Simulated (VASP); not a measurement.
# Cu5Sb2S8 (a cell with a defect) in VASP: further runs

The runs below take Cu5Sb2S8 (a cell with a defect) through single point, with LDA.

Program: VASP 6.6.1. These are calculated values, not measurements. Logs are shortened: lines on timing, memory, paths and dates and some standing lists are left out, and cuts for length are marked.

## 1. The cell of the first run

The cell holds a defect, 15 atoms: a = 5.434 Å, b = 5.434 Å, c = 10.868 Å, α = 90.00°, β = 90.00°, γ = 90.00°.

## 2. Single point, LDA

INCAR

```
SYSTEM = Cu5Sb2S8
ALGO = Normal
EDIFF = 1E-6
ENCUT = 520
ISIF = 2
ISMEAR = -1
LASPH = .TRUE.
LCHARG = .FALSE.
LREAL = Auto
LWAVE = .FALSE.
NBANDS = 70
NELECT = 114.0
NELM = 60
PREC = Accurate
SIGMA = 0.05
```

KPOINTS

```
k-points
0
G
  2 2 1
  0 0 0
```

POSCAR

```
Cu5Sb2S8
1.0
    5.4338000000      0.0000000000      0.0000000000
    0.0000000000      5.4338000000      0.0000000000
    0.0000000000      0.0000000000     10.8676000000
Cu Sb S
5 2 8
Direct
    0.0073061209      0.5481799109      0.2482608856
    0.4218962788      0.0160845081      0.2621369944
   -0.0086679672     -0.0030549523      0.4753671464
    0.0012330229      0.5200964334      0.7383322905
    0.5431558026      0.5086495638     -0.0115664912
   -0.0403216902      0.0103426700     -0.0105175016
    0.5870109316      0.4221539254      0.5391254739
    0.3017409548      0.3064153999      0.1467297287
    0.8365968567      0.2028046671      0.3418510067
    0.1526740035      0.2408443447      0.6262836321
    0.2138650668      0.7366115794      0.3776914866
    0.7468070227      0.8418234017      0.6037487578
    0.2299679782      0.6955537561      0.8763204387
    0.6773528654      0.7628731275      0.1420736869
    0.7331885605      0.2912142515      0.8509514520
```

Potentials or basis: VASP PAW LDA potentials, release 64 (Cu, Sb, S).

On the command line:

```bash
$ cat potpaw_LDA.64/Cu/POTCAR potpaw_LDA.64/Sb/POTCAR potpaw_LDA.64/S/POTCAR > POTCAR
$ mpirun -np 1 vasp_std > vasp.out
```

OUTCAR:

```text
SYSTEM = Cu5Sb2S8
   EDIFF = 1E-6
   ENCUT = 520
   ISIF = 2
   ISMEAR = -1
   LASPH = .TRUE.
   LREAL = Auto
   NELECT = 114.0
   NELM = 60
   PREC = Accurate

 ion  position               nearest neighbor table
   1  0.007  0.548  0.248-  11 2.07   9 2.33   8 2.35  14 2.43
   2  0.422  0.016  0.262-   8 2.12  11 2.27  14 2.35   9 2.62
   3  0.991  0.997  0.475-   9 2.02  12 2.10  11 2.14  10 2.28   7 3.26
   4  0.001  0.520  0.738-  10 2.11  13 2.17  15 2.27  12 2.67   7 3.17
   5  0.543  0.509  0.988-  15 2.17  14 2.29  13 2.33   8 2.43
   6  0.960  0.010  0.989-  15 2.47  13 2.57  14 2.63   8 2.99
   7  0.587  0.422  0.539-  12 2.54  10 2.73   9 2.80   4 3.17  11 3.18   3 3.26
   8  0.302  0.306  0.147-   2 2.12   1 2.35   5 2.43   6 2.99
   9  0.837  0.203  0.342-   3 2.02   1 2.33   2 2.62   7 2.80
  10  0.153  0.241  0.626-   4 2.11   3 2.28   7 2.73
  11  0.214  0.737  0.378-   1 2.07   3 2.14   2 2.27   7 3.18
  12  0.747  0.842  0.604-   3 2.10   7 2.54   4 2.67
  13  0.230  0.696  0.876-   4 2.17   5 2.33   6 2.57
  14  0.677  0.763  0.142-   5 2.29   2 2.35   1 2.43   6 2.63
  15  0.733  0.291  0.851-   5 2.17   4 2.27   6 2.47

  LATTYP: Found a simple tetragonal cell.
 ALAT       =     5.4338000000
 C/A-ratio  =     2.0000000000

  Lattice vectors:

 A1 = (   5.4338000000,   0.0000000000,   0.0000000000)
 A2 = (   0.0000000000,   5.4338000000,   0.0000000000)
 A3 = (   0.0000000000,   0.0000000000,  10.8676000000)

Analysis of symmetry for initial positions (statically):
=====================================================================
 Subroutine PRICEL returns:
 Original cell was already a primitive cell.

 Routine SETGRP: Setting up the symmetry group for a
 simple tetragonal supercell.

 Subroutine GETGRP returns: Found  1 space group operations
 (whereof  1 operations were pure point group operations)
 out of a pool of 16 trial point group operations.

The static configuration has the point symmetry C_1 .

Analysis of symmetry for dynamics (positions and initial velocities):
=====================================================================
 Subroutine PRICEL returns:
 Original cell was already a primitive cell.

 Routine SETGRP: Setting up the symmetry group for a
 simple tetragonal supercell.

 Subroutine GETGRP returns: Found  1 space group operations
 (whereof  1 operations were pure point group operations)
 out of a pool of 16 trial point group operations.

The dynamic configuration has the point symmetry C_1 .

 Subroutine INISYM returns: Found  1 space group operations
 (whereof  1 operations are pure point group operations),
 and found     1 'primitive' translations

----------------------------------------------------------------------------------------

                                     Primitive cell

  volume of cell :     320.8787

  direct lattice vectors                    reciprocal lattice vectors
     5.433800000  0.000000000  0.000000000     0.184033273  0.000000000  0.000000000
     0.000000000  5.433800000  0.000000000     0.000000000  0.184033273  0.000000000
     0.000000000  0.000000000 10.867600000     0.000000000  0.000000000  0.092016637

  length of vectors
     5.433800000  5.433800000 10.867600000     0.184033273  0.184033273  0.092016637

  position of ions in fractional coordinates (direct lattice)
     0.007306121  0.548179911  0.248260886
     0.421896279  0.016084508  0.262136994
     0.991332033  0.996945048  0.475367146
     0.001233023  0.520096433  0.738332290
     0.543155803  0.508649564  0.988433509
     0.959678310  0.010342670  0.989482498
     0.587010932  0.422153925  0.539125474
     0.301740955  0.306415400  0.146729729
     0.836596857  0.202804667  0.341851007
     0.152674004  0.240844345  0.626283632
     0.213865067  0.736611579  0.377691487
     0.746807023  0.841823402  0.603748758
     0.229967978  0.695553756  0.876320439
     0.677352865  0.762873128  0.142073687
     0.733188560  0.291214252  0.850951452

  ion indices of the primitive-cell ions
   primitive index   ion index
                 1           1
                 2           2
                 3           3
                 4           4
                 5           5
                 6           6
                 7           7
                 8           8
                 9           9
                10          10
                11          11
                12          12
                13          13
                14          14
                15          15

----------------------------------------------------------------------------------------

 KPOINTS: k-points

Automatic generation of k-mesh.
 Grid dimensions read from file:
 generate k-points for:    2    2    1

 Generating k-lattice:

  Cartesian coordinates                     Fractional coordinates (reciprocal lattice)
     0.092016637  0.000000000  0.000000000     0.500000000  0.000000000  0.000000000
     0.000000000  0.092016637  0.000000000     0.000000000  0.500000000  0.000000000
     0.000000000  0.000000000  0.092016637     0.000000000  0.000000000  1.000000000

  Length of vectors
     0.092016637  0.092016637  0.092016637

  Shift w.r.t. Gamma in fractional coordinates (k-lattice)
     0.000000000  0.000000000  0.000000000

 Subroutine IBZKPT returns following result:
 ===========================================

 Found      4 irreducible k-points:

 Following reciprocal coordinates:
            Coordinates               Weight
  0.000000  0.000000  0.000000      1.000000
  0.500000  0.000000  0.000000      1.000000
  0.000000  0.500000  0.000000      1.000000
  0.500000  0.500000  0.000000      1.000000
   k-points           NKPTS =      4   k-points in BZ     NKDIM =      4   number of bands    NBANDS=     70
   number of dos      NEDOS =    301   number of ions     NIONS =     15
   total plane-waves  NPLWV = 134400
   dimension x,y,z NGX =    40 NGY =   40 NGZ =   84
   dimension x,y,z NGXF=    80 NGYF=   80 NGZF=  168
   ions per type =               5   2   8
   NGX,Y,Z   is equivalent  to a cutoff of  12.24, 12.24, 12.85 a.u.
   NGXF,Y,Z  is equivalent  to a cutoff of  24.48, 24.48, 25.70 a.u.
 SYSTEM =  Cu5Sb2S8
   PREC   = accura    normal or accurate (medium, high low for compatibility)
   ISTART =      0    job   : 0-new  1-cont  2-samecut
   ICHARG =      2    charge: 1-file 2-atom 10-const
   ISPIN  =      1    spin polarized calculation?
   LNONCOLLINEAR =      F non collinear calculations
   LSORBIT =      F    spin-orbit coupling
   LASPH  =      T    aspherical Exc in radial PAW
   ENCUT  =  520.0 eV  38.22 Ry    6.18 a.u.  10.10 10.10 20.21*2*pi/ulx,y,z
   NELM   =     60;   NELMIN=  2; NELMDL= -5     # of ELM steps
   EDIFF  = 0.1E-05   stopping-criterion for ELM
   LREAL  =      T    real-space projection
   EDIFFG = 0.1E-04   stopping-criterion for IOM
   NSW    =      0    number of steps for IOM
   IBRION =     -1    ionic relax: 0-MD 1-quasi-New 2-CG
   NFREE  =      0    steps in history (QN), initial steepest desc. (CG)
   ISIF   =      2    stress and relaxation
   ISYM   =      2    0-nonsym 1-usesym 2-fastsym
   POTIM  = 0.5000    time-step for ionic-motion
   TEBEG  =    0.0;   TEEND  =   0.0 temperature during run
   PSTRESS=    0.0 pullay stress
   NELECT =     114.0000    total number of electrons
   NUPDOWN=      -1.0000    fix difference up-down
   EMIN   =  10.00;   EMAX   =-10.00  energy-range for DOS
   EFERMI =   0.00;   METHOD = LEGACY
   ISMEAR =    -1;   SIGMA  =   0.05  broadening in eV -4-tet -1-fermi 0-gaus
   EFERMI_NEDOS =   21; number of points for ismear=-14 and -15
   IALGO  =     38    algorithm
   IMIX   =      4    mixing-type and parameters
     AMIX     =   0.40;   BMIX     =  1.00
     AMIX_MAG =   1.60;   BMIX_MAG =  1.00
  volume/ion in A,a.u.               =      21.39       144.36
  Fermi-wavevector in a.u.,A,eV,Ry     =   1.159479  2.191097 18.291550  1.344391
  Thomas-Fermi vector in A             =   2.296071
   LORBIT       =      0    0 simple, 1 ext, 2 COOP (PROOUT), +10 PAW based schemes
   GGA     = CA    functional components
   LHFCALC =     F    Hartree Fock is set to
   AEXX    =    0.0000 exact exchange contribution
   IVDW    =     0    specifies the selected vdW correction
   LEPSILON=     F    determine dielectric tensor
   LRPA    =     F    only Hartree local field effects (RPA)
 non-spin polarized calculation
  energy-cutoff  :      520.00
  volume of cell :      320.88
 maximum number of plane-waves:      8677
   NGX = 21   NGY = 21   NGZ = 41

 number of electron     113.9999999 magnetization

 Free energy of the ion-electron system (eV)
  ---------------------------------------------------
  ext. energy  EPLUGINS =         0.00000000
  ---------------------------------------------------
  free energy    TOTEN  =       -65.85180651 eV

  energy without entropy =      -65.76694539  energy(sigma->0) =      -65.80937595

 E-fermi :   4.2071     XC(G=0):  -9.8742

 val. band max:        4.1140204631   @ k =   0.5000   0.5000   0.0000
 cond. band min:       4.2169107897   @ k =   0.5000   0.5000   0.0000
 fundamental gap:      0.1028903266
 Fermi energy:         4.2070758601

 k-point     1 :       0.0000    0.0000    0.0000
  band No.  band energies     occupation
      1      -9.8402      2.00000
      2      -9.2992      2.00000
      3      -9.0752      2.00000
      4      -8.3578      2.00000
      5      -8.2584      2.00000
      6      -8.1431      2.00000
[... 61 lines left out ...]
     68       8.6008      0.00000
     69       8.8792      0.00000
[... 214 lines left out ...]
     68       9.0347      0.00000
     69       9.3852      0.00000
 [bands above 69 left out]

------------------------ aborting loop because EDIFF is reached ----------------------------------------

  FORCE on cell =-STRESS in cart. coord.  units (eV):
  Direction    XX          YY          ZZ          XY          YZ          ZX
  --------------------------------------------------------------------------------------
  -------------------------------------------------------------------------------------
  Total        1.5048855      2.5302274      4.7640689      0.4474931      0.7865873     -0.1913479
  in kB        7.5140331     12.6336604     23.7874382      2.2343746      3.9275036     -0.9554178
  external PRESSURE =      14.6450439 kB  Pullay stress =       0.0000000 kB

 VOLUME and BASIS-vectors are now :
 -----------------------------------------------------------------------------
  energy-cutoff  :      520.00
  volume of cell :      320.88
      direct lattice vectors                 reciprocal lattice vectors
     5.433800000  0.000000000  0.000000000     0.184033273  0.000000000  0.000000000
     0.000000000  5.433800000  0.000000000     0.000000000  0.184033273  0.000000000
     0.000000000  0.000000000 10.867600000     0.000000000  0.000000000  0.092016637

 POSITION                                       TOTAL-FORCE (eV/Angst)
 -----------------------------------------------------------------------------------
      0.03970      2.97870      2.69800        -0.906195     -0.986751     -0.974497
      2.29250      0.08740      2.84880         0.706394     -0.688120      0.233247
      5.38670      5.41720      5.16610         1.158732     -0.389034      1.114802
      0.00670      2.82610      8.02390        -0.610353      0.476062     -0.078303
      2.95140      2.76390     10.74190        -0.598737      0.109069      0.518477
      5.21470      0.05620     10.75330         0.918324     -0.131758      0.366557
      3.18970      2.29390      5.85900        -0.554371      0.319757     -0.452393
      1.63960      1.66500      1.59460        -0.748138      0.433555     -0.793062
      4.54590      1.10200      3.71510        -2.185963      1.932260     -1.265511
      0.82960      1.30870      6.80620         1.090670     -0.046618     -0.770473
      1.16210      4.00260      4.10460         2.096188      0.465554      0.375895
      4.05800      4.57430      6.56130        -0.536813     -1.448484      1.197439
      1.24960      3.77950      9.52350        -0.079883      0.841240      0.473883
      3.68060      4.14530      1.54400         0.821337     -0.608029     -0.277848
      3.98400      1.58240      9.24780        -0.571195     -0.278703      0.331787
 -----------------------------------------------------------------------------------
    total drift:                               -0.002374      0.000289      0.001563

  FREE ENERGIE OF THE ION-ELECTRON SYSTEM (eV)
  ---------------------------------------------------
  free  energy   TOTEN  =       -65.8518065081 eV

  energy  without entropy=      -65.7669453876  energy(sigma->0) =      -65.80937595
```

Run time: 2.6 min. Hardware: 1 thread of Intel Xeon Platinum 8259CL at 2.50GHz (Skylake/Cascade Lake), shared host; peak memory 0.3 GiB.

What came out:

* Free energy: -65.8518 eV
* Largest force: 3.180 eV/Å

Forces in eV/Å, atoms in the order of the input:
```
Cu  -0.906 -0.987 -0.974
Cu   0.706 -0.688  0.233
Cu   1.159 -0.389  1.115
Cu  -0.610  0.476 -0.078
Cu  -0.599  0.109  0.518
Sb   0.918 -0.132  0.367
Sb  -0.554  0.320 -0.452
S   -0.748  0.434 -0.793
S   -2.186  1.932 -1.266
S    1.091 -0.047 -0.770
S    2.096  0.466  0.376
S   -0.537 -1.448  1.197
S   -0.080  0.841  0.474
S    0.821 -0.608 -0.278
S   -0.571 -0.279  0.332
```

Caveat: the k points lie up to 0.58 Å⁻¹ apart; the cell carries a net charge on a neutralising background, which shifts energy and pressure; the cell is charged against a uniform background, so pressure and absolute levels hang on convention; spin-orbit coupling is left out, which moves the levels of the heavy elements.

(Continued in part 2 of 2.)
